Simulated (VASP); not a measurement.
# GaGe (F-43m) in VASP: notebook, part 2 of 2

VASP 6.6.1. The steps go on from the part before.

## 4. Single point, PBE

Input file INCAR:

```
ALGO = Normal ; EDIFF = 1E-6
ENCUT = 520 ; GGA = PE
ISIF = 2 ; ISMEAR = -1
LASPH = True ; LCHARG = False
LREAL = False ; LWAVE = False
NBANDS = 20 ; NELM = 60
PREC = Accurate ; SIGMA = 0.05
```

Input file KPOINTS:

```
k-points
0
Gamma
  8 8 8
```

Input file POSCAR:

```
GaGe
1.0
    0.0000000000      2.8978440000      2.8978440000
    2.8978440000      0.0000000000      2.8978440000
    2.8978440000      2.8978440000      0.0000000000
Ge Ga
1 1
Direct
    0.0000000000      0.0000000000      0.0000000000
    0.2500000000      0.2500000000      0.2500000000
```

Potentials or basis: VASP PAW PBE potentials, release 64 (Ge_d, Ga_d).

Command:

```sh
cat potpaw_PBE.64/Ge_d/POTCAR potpaw_PBE.64/Ga_d/POTCAR > POTCAR
mpirun -np 1 vasp_std > vasp.out
```

OUTCAR:

```text
EDIFF = 1E-6
   ENCUT = 520
   GGA = PE
   ISIF = 2
   ISMEAR = -1
   LASPH = True
   LREAL = False
   NELM = 60
   PREC = Accurate

 ion  position               nearest neighbor table
   1  0.000  0.000  0.000-   2 2.51   2 2.51   2 2.51   2 2.51
   2  0.250  0.250  0.250-   1 2.51   1 2.51   1 2.51   1 2.51

  LATTYP: Found a face centered cubic cell.
 ALAT       =     5.7956880000

  Lattice vectors:

 A1 = (   0.0000000000,   2.8978440000,   2.8978440000)
 A2 = (   2.8978440000,   0.0000000000,   2.8978440000)
 A3 = (   2.8978440000,   2.8978440000,   0.0000000000)

Analysis of symmetry for initial positions (statically):
=====================================================================
 Subroutine PRICEL returns:
 Original cell was already a primitive cell.

 Routine SETGRP: Setting up the symmetry group for a
 face centered cubic supercell.

 Subroutine GETGRP returns: Found 24 space group operations
 (whereof 24 operations were pure point group operations)
 out of a pool of 48 trial point group operations.

The static configuration has the point symmetry T_d .

Analysis of symmetry for dynamics (positions and initial velocities):
=====================================================================
 Subroutine PRICEL returns:
 Original cell was already a primitive cell.

 Routine SETGRP: Setting up the symmetry group for a
 face centered cubic supercell.

 Subroutine GETGRP returns: Found 24 space group operations
 (whereof 24 operations were pure point group operations)
 out of a pool of 48 trial point group operations.

The dynamic configuration has the point symmetry T_d .

 Subroutine INISYM returns: Found 24 space group operations
 (whereof 24 operations are pure point group operations),
 and found     1 'primitive' translations

----------------------------------------------------------------------------------------

                                     Primitive cell

  volume of cell :      48.6693

  direct lattice vectors                    reciprocal lattice vectors
     0.000000000  2.897844000  2.897844000    -0.172542069  0.172542069  0.172542069
     2.897844000  0.000000000  2.897844000     0.172542069 -0.172542069  0.172542069
     2.897844000  2.897844000  0.000000000     0.172542069  0.172542069 -0.172542069

  length of vectors
     4.098170286  4.098170286  4.098170286     0.298851630  0.298851630  0.298851630

  position of ions in fractional coordinates (direct lattice)
     0.000000000  0.000000000  0.000000000
     0.250000000  0.250000000  0.250000000

  ion indices of the primitive-cell ions
   primitive index   ion index
                 1           1
                 2           2

----------------------------------------------------------------------------------------

 KPOINTS: k-points

Automatic generation of k-mesh.
 Grid dimensions read from file:
 generate k-points for:    8    8    8

 Generating k-lattice:

  Cartesian coordinates                     Fractional coordinates (reciprocal lattice)
    -0.021567759  0.021567759  0.021567759     0.125000000  0.000000000  0.000000000
     0.021567759 -0.021567759  0.021567759     0.000000000  0.125000000  0.000000000
     0.021567759  0.021567759 -0.021567759     0.000000000  0.000000000  0.125000000

  Length of vectors
     0.037356454  0.037356454  0.037356454

  Shift w.r.t. Gamma in fractional coordinates (k-lattice)
     0.000000000  0.000000000  0.000000000

 Subroutine IBZKPT returns following result:
 ===========================================

 Found     29 irreducible k-points:

 Following reciprocal coordinates:
            Coordinates               Weight
  0.000000  0.000000  0.000000      1.000000
  0.125000  0.000000  0.000000      8.000000
  0.250000  0.000000  0.000000      8.000000
  0.375000  0.000000  0.000000      8.000000
  0.500000  0.000000  0.000000      4.000000
  0.125000  0.125000  0.000000      6.000000
[... 16 lines left out ...]
  0.500000  0.250000  0.125000     48.000000
 -0.375000  0.250000  0.125000     24.000000
 [... further k-points ...]
   k-points           NKPTS =     29   k-points in BZ     NKDIM =     29   number of bands    NBANDS=     20
   number of dos      NEDOS =    301   number of ions     NIONS =      2
   total plane-waves  NPLWV =  27000
   dimension x,y,z NGX =    30 NGY =   30 NGZ =   30
   dimension x,y,z NGXF=    60 NGYF=   60 NGZF=   60
   ions per type =               1   1
   NGX,Y,Z   is equivalent  to a cutoff of  12.17, 12.17, 12.17 a.u.
   NGXF,Y,Z  is equivalent  to a cutoff of  24.34, 24.34, 24.34 a.u.
 SYSTEM =  unknown system
   PREC   = accura    normal or accurate (medium, high low for compatibility)
   ISTART =      0    job   : 0-new  1-cont  2-samecut
   ICHARG =      2    charge: 1-file 2-atom 10-const
   ISPIN  =      1    spin polarized calculation?
   LNONCOLLINEAR =      F non collinear calculations
   LSORBIT =      F    spin-orbit coupling
   LASPH  =      T    aspherical Exc in radial PAW
   ENCUT  =  520.0 eV  38.22 Ry    6.18 a.u.   7.62  7.62  7.62*2*pi/ulx,y,z
   NELM   =     60;   NELMIN=  2; NELMDL= -5     # of ELM steps
   EDIFF  = 0.1E-05   stopping-criterion for ELM
   LREAL  =      F    real-space projection
[... 7 lines left out ...]
   TEBEG  =    0.0;   TEEND  =   0.0 temperature during run
   PSTRESS=    0.0 pullay stress
   NELECT =      27.0000    total number of electrons
   NUPDOWN=      -1.0000    fix difference up-down
   EMIN   =  10.00;   EMAX   =-10.00  energy-range for DOS
   EFERMI =   0.00;   METHOD = LEGACY
   ISMEAR =    -1;   SIGMA  =   0.05  broadening in eV -4-tet -1-fermi 0-gaus
   EFERMI_NEDOS =   21; number of points for ismear=-14 and -15
   IALGO  =     38    algorithm
   IMIX   =      4    mixing-type and parameters
     AMIX     =   0.40;   BMIX     =  1.00
     AMIX_MAG =   1.60;   BMIX_MAG =  1.00
  volume/ion in A,a.u.               =      24.33       164.22
  Fermi-wavevector in a.u.,A,eV,Ry     =   1.345172  2.542006 24.619567  1.809487
  Thomas-Fermi vector in A             =   2.473106
   LORBIT       =      0    0 simple, 1 ext, 2 COOP (PROOUT), +10 PAW based schemes
   GGA     = PE    functional components
   LHFCALC =     F    Hartree Fock is set to
   AEXX    =    0.0000 exact exchange contribution
   IVDW    =     0    specifies the selected vdW correction
   LEPSILON=     F    determine dielectric tensor
   LRPA    =     F    only Hartree local field effects (RPA)
 non-spin polarized calculation
  energy-cutoff  :      520.00
  volume of cell :       48.67
 maximum number of plane-waves:      1363
   NGX = 15   NGY = 15   NGZ = 15

 number of electron      26.9999991 magnetization

 Free energy of the ion-electron system (eV)
  ---------------------------------------------------
  ext. energy  EPLUGINS =         0.00000000
  ---------------------------------------------------
  free energy    TOTEN  =        -7.09931308 eV

  energy without entropy =       -7.09078106  energy(sigma->0) =       -7.09504707

 E-fermi :   3.0682     XC(G=0):  -9.5542

 val. band max:        2.8280506135   @ k =   0.2500   0.2500   0.0000
 cond. band min:       3.1069646489   @ k =   0.3750   0.1250   0.0000
 fundamental gap:      0.2789140354
 Fermi energy:         3.0681668319

 k-point     1 :       0.0000    0.0000    0.0000
  band No.  band energies     occupation
      1     -20.8817      2.00000
      2     -20.8817      2.00000
      3     -20.8817      2.00000
      4     -20.8622      2.00000
      5     -20.8622      2.00000
      6     -11.2811      2.00000
[... 12 lines left out ...]
     19      10.7626      0.00000
     20      13.8230      0.00000

 k-point     2 :       0.1250    0.0000    0.0000
  band No.  band energies     occupation
      1     -20.8816      2.00000
      2     -20.8812      2.00000
      3     -20.8812      2.00000
      4     -20.8621      2.00000
      5     -20.8621      2.00000
      6     -11.2850      2.00000
[... 12 lines left out ...]
     19      11.7173      0.00000
     20      12.8616      0.00000
[... 465 lines left out ...]
      3     -20.8781      2.00000
      4     -20.8623      2.00000
      5     -20.8607      2.00000
      6     -11.3107      2.00000
[... 12 lines left out ...]
     19      13.4710      0.00000
     20      14.1742      0.00000

 k-point    24 :      -0.3750    0.2500    0.1250
  band No.  band energies     occupation
      1     -20.8812      2.00000
      2     -20.8796      2.00000
      3     -20.8778      2.00000
      4     -20.8620      2.00000
      5     -20.8608      2.00000
      6     -11.3127      2.00000
[... 12 lines left out ...]
     19      12.1581      0.00000
     20      14.9916      0.00000

 [... further k-points ...]
[... 5 lines left out ...]
  --------------------------------------------------------------------------------------
  -------------------------------------------------------------------------------------
  Total        0.0798191      0.0798191      0.0798191      0.0000000     -0.0000000     -0.0000000
  in kB        2.6276202      2.6276202      2.6276202      0.0000000     -0.0000000     -0.0000000
  external PRESSURE =       2.6276202 kB  Pullay stress =       0.0000000 kB

 VOLUME and BASIS-vectors are now :
 -----------------------------------------------------------------------------
  energy-cutoff  :      520.00
  volume of cell :       48.67
      direct lattice vectors                 reciprocal lattice vectors
     0.000000000  2.897844000  2.897844000    -0.172542069  0.172542069  0.172542069
     2.897844000  0.000000000  2.897844000     0.172542069 -0.172542069  0.172542069
     2.897844000  2.897844000  0.000000000     0.172542069  0.172542069 -0.172542069

 POSITION                                       TOTAL-FORCE (eV/Angst)
 -----------------------------------------------------------------------------------
      0.00000      0.00000      0.00000        -0.000000     -0.000000     -0.000000
      1.44892      1.44892      1.44892         0.000000      0.000000      0.000000
 -----------------------------------------------------------------------------------
    total drift:                               -0.000000     -0.000000     -0.000000

  FREE ENERGIE OF THE ION-ELECTRON SYSTEM (eV)
  ---------------------------------------------------
  free  energy   TOTEN  =        -7.0993130796 eV

  energy  without entropy=       -7.0907810571  energy(sigma->0) =       -7.09504707
```

stdout:

```text
POSCAR found type information on POSCAR GeGa
 POSCAR found :  2 types and       2 ions
 scaLAPACK will be used
 LDA part: xc-table for (Slater+PW92), standard interpolation
 POSCAR, INCAR and KPOINTS ok, starting setup
 FFT: planning ... GRIDC
 FFT: planning ... GRID_SOFT
 FFT: planning ... GRID
 WAVECAR not read
 entering main loop
```

Run time: 12 s. Hardware: 1 thread of Intel Xeon Platinum 8559C (Emerald Rapids), shared host; peak memory 0.18 GiB.

What came out:

| Item | Value |
| --- | --- |
| Free energy | -7.0993 eV |
| Pressure | 0.3 GPa |

## 5. Single point, RPBE

Input file INCAR:

```
PREC = Accurate
ENCUT = 520
EDIFF = 1E-6
ISMEAR = -1
SIGMA = 0.05
LREAL = False
LASPH = True
NELM = 80
ALGO = Normal
ISIF = 2
LWAVE = False
LCHARG = False
GGA = RP
NBANDS = 20
```

Input file KPOINTS:

```
Automatic mesh
0
Gamma
  8 8 8
```

POSCAR is that of step 4.

Command:

```sh
cat potpaw_PBE.64/Ge_d/POTCAR potpaw_PBE.64/Ga_d/POTCAR > POTCAR
mpirun -np 1 vasp_std > vasp.out
```

It took 20 s on 1 thread of Intel Xeon Platinum 8488C (Sapphire Rapids), shared host; peak memory 0.18 GiB.

It converged, with:

| Property | Result |
| --- | --- |
| Free energy | -6.4091 eV |
| Pressure | 1.9 GPa |

Levels at points of the mesh, in eV from the Fermi level:
```tsv
k point	band 10	band 11	band 12	band 13	band 14	band 15	band 16	band 17	band 18	band 19
(0.00, 0.00, 0.00)	-14.30	-10.51	1.68	1.68	1.68	2.17	4.37	4.37	4.37	7.83
(0.50, 0.00, 0.00)	-14.30	-8.55	-5.34	0.38	0.38	2.13	5.36	5.36	8.30	11.53
(0.50, 0.50, 0.00)	-14.29	-7.49	-5.78	-1.25	-1.25	2.39	2.48	11.06	11.06	12.33
```

Caveat: the PAW data sets were made with another functional, which shifts forces and pressure a little.

## 6. Single point, revPBE

Input file INCAR:

```
SYSTEM = GaGe
  ALGO = Normal
  EDIFF = 1E-6
  ENCUT = 520
  GGA = RE
  ISIF = 2
  ISMEAR = -1
  LASPH = .TRUE.
  LCHARG = .TRUE.
  LELF = .TRUE.
  LREAL = .FALSE.
  LVHAR = .TRUE.
  LWAVE = .FALSE.
  NBANDS = 20
  NELM = 60
  PREC = Accurate
  SIGMA = 0.05
```

Input file KPOINTS:

```
k-points
0
G
  8 8 8
  0 0 0
```

POSCAR is that of step 5.

Potentials or basis: VASP PAW PBE potentials, release 64 (Ge_d, Ga_d).

Command:

```sh
cat potpaw_PBE.64/Ge_d/POTCAR potpaw_PBE.64/Ga_d/POTCAR > POTCAR
mpirun -np 1 vasp_std > vasp.out
```

OUTCAR:

```text
SYSTEM = GaGe
   EDIFF = 1E-6
   ENCUT = 520
   GGA = RE
   ISIF = 2
   ISMEAR = -1
   LASPH = .TRUE.
   LREAL = .FALSE.
   NELM = 60
   PREC = Accurate

 ion  position               nearest neighbor table
   1  0.000  0.000  0.000-   2 2.51   2 2.51   2 2.51   2 2.51
   2  0.250  0.250  0.250-   1 2.51   1 2.51   1 2.51   1 2.51

  LATTYP: Found a face centered cubic cell.
 ALAT       =     5.7956880000

  Lattice vectors:

 A1 = (   0.0000000000,   2.8978440000,   2.8978440000)
 A2 = (   2.8978440000,   0.0000000000,   2.8978440000)
 A3 = (   2.8978440000,   2.8978440000,   0.0000000000)

[... 186 lines left out ...]
      5     -20.8038      2.00000
      6     -11.2039      2.00000
[... 541 lines left out ...]
     19      12.2727      0.00000
     20      15.1195      0.00000

 [... further k-points ...]
[... 5 lines left out ...]
  --------------------------------------------------------------------------------------
  -------------------------------------------------------------------------------------
  Total        0.4362994      0.4362994      0.4362994      0.0000000      0.0000000      0.0000000
  in kB       14.3628368     14.3628368     14.3628368      0.0000000      0.0000000      0.0000000
  external PRESSURE =      14.3628368 kB  Pullay stress =       0.0000000 kB

 VOLUME and BASIS-vectors are now :
 -----------------------------------------------------------------------------
  energy-cutoff  :      520.00
  volume of cell :       48.67
      direct lattice vectors                 reciprocal lattice vectors
     0.000000000  2.897844000  2.897844000    -0.172542069  0.172542069  0.172542069
     2.897844000  0.000000000  2.897844000     0.172542069 -0.172542069  0.172542069
     2.897844000  2.897844000  0.000000000     0.172542069  0.172542069 -0.172542069

 POSITION                                       TOTAL-FORCE (eV/Angst)
 -----------------------------------------------------------------------------------
      0.00000      0.00000      0.00000        -0.000000     -0.000000     -0.000000
      1.44892      1.44892      1.44892         0.000000      0.000000      0.000000
 -----------------------------------------------------------------------------------
    total drift:                               -0.000000     -0.000000      0.000000

  FREE ENERGIE OF THE ION-ELECTRON SYSTEM (eV)
  ---------------------------------------------------
  free  energy   TOTEN  =        -6.5224744945 eV

  energy  without entropy=       -6.5139462868  energy(sigma->0) =       -6.51821039
```

Run time: 19 s. Hardware: 1 thread of Intel Xeon Platinum 8488C (Sapphire Rapids), shared host; peak memory 0.18 GiB.

What came out:

```
Free energy : -6.5225 eV
Pressure    : 1.4 GPa
```

Levels at points of the mesh, in eV from the Fermi level:
| k point | band 10 | band 11 | band 12 | band 13 | band 14 | band 15 | band 16 | band 17 | band 18 | band 19 |
| --- | --- | --- | --- | --- | --- | --- | --- | --- | --- | --- |
| (0.00, 0.00, 0.00) | -14.30 | -10.51 | 1.68 | 1.68 | 1.68 | 2.14 | 4.37 | 4.37 | 4.37 | 7.79 |
| (0.50, 0.00, 0.00) | -14.30 | -8.56 | -5.35 | 0.38 | 0.38 | 2.11 | 5.36 | 5.36 | 8.27 | 11.50 |
| (0.50, 0.50, 0.00) | -14.29 | -7.50 | -5.79 | -1.25 | -1.25 | 2.37 | 2.47 | 11.05 | 11.05 | 12.31 |

Caveat: the PAW data sets were made with another functional, which shifts forces and pressure a little.

## 7. Summary

| level | k mesh | smearing | gap on the mesh (eV) | pressure (GPa) |
| --- | --- | --- | --- | --- |
| r2SCAN | 8 × 8 × 8 | fermi-dirac 0.05 eV | none | -2.1 |
| PBE | 5 × 5 × 5 | fermi-dirac 0.03 eV | none | -0.1 |
| PBE | 8 × 8 × 8 | fermi-dirac 0.05 eV | none | 0.3 |
| RPBE | 8 × 8 × 8 | fermi-dirac 0.05 eV | none | 1.9 |
| revPBE | 8 × 8 × 8 | fermi-dirac 0.05 eV | none | 1.4 |

Alike in all rows: task single point; potentials or basis VASP PAW PBE potentials, release 64 (Ge_d, Ga_d); no spin polarisation; cell as given; cutoff (eV) 520.

Caveats: some runs use coarse meshes; the PAW data sets were made with another functional, which shifts forces and pressure a little (some runs).

Total energies depend on the potentials used, so only differences within one code and one set of settings carry meaning.
